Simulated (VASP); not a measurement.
ZrO2, 6 atoms in the cell. It takes space group P4_2/nmc (No. 137, tetragonal). The conventional cell has a = 3.675 Å, b = 3.675 Å, c = 5.362 Å, α = 90.00°, β = 90.00°, γ = 90.00°. Within 2.8 Å of Zr (site symmetry -4m2) lie 8 O at 2.11 to 2.47 Å. O (site symmetry 2mm) has 4 Zr at 2.11 to 2.47 Å and 6 O at 2.67 to 2.68 Å within 2.8 Å.  This cell differs from its parent crystal: equal strain along all axes, cell held: +1.5 %.

* Program: VASP 6.6.1
* Task: relaxation of the atoms
* Functional: PBE
* Potentials or basis: VASP PAW PBE potentials, release 64 (Zr_sv, O)
* Cutoff: 520 eV
* k mesh: 6 × 6 × 4
* Occupations: gaussian, width 0.02 eV
* Spin: no spin polarisation
* Dipole correction: no
* Further INCAR settings: ALGO = Normal; EDIFF = 1e-07; IBRION = 2; EDIFFG = -0.008; NSW = 60

Potentials or basis: VASP PAW PBE potentials, release 64 (Zr_sv, O).

Launch:

```bash
$ cat potpaw_PBE.64/Zr_sv/POTCAR potpaw_PBE.64/O/POTCAR > POTCAR
$ mpirun -np 1 vasp_std > vasp.out
```

Hardware: 1 thread of AMD EPYC 7R43 64-Core Processor (Zen 3) (shared host).

Task: Estimate the wall time of this run.

Result: It took 2.8 min on 1 thread of AMD EPYC 7R43 64-Core Processor (Zen 3), on a shared host, peak memory 0.17 GiB. Counts: scf iterations 40, k points 30, ion steps 4.
